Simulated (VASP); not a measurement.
A run of VASP 6.6.1:

File INCAR:

```
PREC = Accurate
ENCUT = 600
EDIFF = 1E-6
ISMEAR = 0
SIGMA = 0.1
LREAL = False
LASPH = True
NELM = 60
ALGO = Normal
ISIF = 3
LWAVE = False
LCHARG = False
GGA = PE
IBRION = 2
NSW = 90
EDIFFG = -0.04
```

KPOINTS

```
regular mesh
0
Gamma
  4 4 4
```

POSCAR

```
MgB5
1.0
    4.2815086643      0.0000000000      0.0000000000
    1.8408828312      4.0768458450      0.0000000000
    0.0881946816      1.0000203774      6.0773728322
Mg B
2 10
Direct
    0.3723628267      0.3236465921      0.2259256143
    0.9531495657      0.2698335318      0.6508807462
    0.4250464796      0.7810311481      0.4453451816
    0.9051808318      0.7580556426      0.8346173292
    0.8594071170      0.8502835255      0.1022154099
    0.5303926017      0.7766540895      0.7255276530
    0.8321929731      0.7932936270      0.3894863422
    0.2274520321      0.8274066015      0.9327841450
    0.7888813561      0.5012984888      0.2911263657
    0.3477307822      0.4980830834      0.7928743537
    0.9972587049      0.0621175630      0.3064070303
    0.5039534886      0.0722785873      0.8838127487
```

Potentials or basis: VASP PAW PBE potentials, release 64 (Mg, B).

Command:

```sh
$ cat potpaw_PBE.64/Mg/POTCAR potpaw_PBE.64/B/POTCAR > POTCAR
$ mpirun -np 1 vasp_std > vasp.out
```

Hardware: 1 thread of Intel(R) Xeon(R) 6975P-C (Granite Rapids) (shared host).

Q: How long does it take, and how much memory?

A: Run time: 14 min on 1 thread of Intel(R) Xeon(R) 6975P-C (Granite Rapids), on a shared host, peak memory 0.3 GiB. Counts: scf iterations 174, k points 36, ion steps 31.
